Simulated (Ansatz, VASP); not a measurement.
## MnAs: VASP beside Ansatz

```
CELL_PARAMETERS angstrom
3.48617 0.00000 0.00000
-1.74308 3.01911 0.00000
0.00000 0.00000 6.20124
ATOMIC_POSITIONS crystal
Mn 0.00000 0.00000 0.00000
Mn 0.33333 0.66667 0.50000
As 0.66667 0.33333 0.25000
As 0.66667 0.33333 0.75000
```

Alike in both runs: functional PBEsol; k mesh 12 × 12 × 6; occupations gaussian, width 0.1 eV; collinear spin.

Ansatz relaxed the structure, and its values are those at the end. VASP's run is a single point on that final structure, the one shown.

```csv
,VASP,Ansatz
version,VASP 6.6.1,Ansatz 0.2.0
potentials or method,"VASP PAW PBE potentials, release 64 (Mn_pv, As), cutoff 520 eV","scalar-relativistic, plane waves, PAW"
valence electrons in the cell,36,60
```

|  | VASP | Ansatz | Ansatz less VASP |
| --- | --- | --- | --- |
| gap on the k mesh at the Fermi level (eV) | none | none | - |
| pressure (GPa) | 0.3 | 0.0 | -0.28 |
| net moment per atom (μB) | 1.66 | 1.66 | +0.003 |
| size of the moment on the site where the two differ most (μB) | 3.35 | 3.28 | -0.064 |

VASP's potentials were made for PBE, not for PBEsol. Site moments also hang on the region over which each program counts them. A gap of «none» marks a metal or a gap that the smearing closes. VASP's potentials hold 36 valence electrons a cell and Ansatz's 60, so a difference there can come from the potentials and not from the codes.
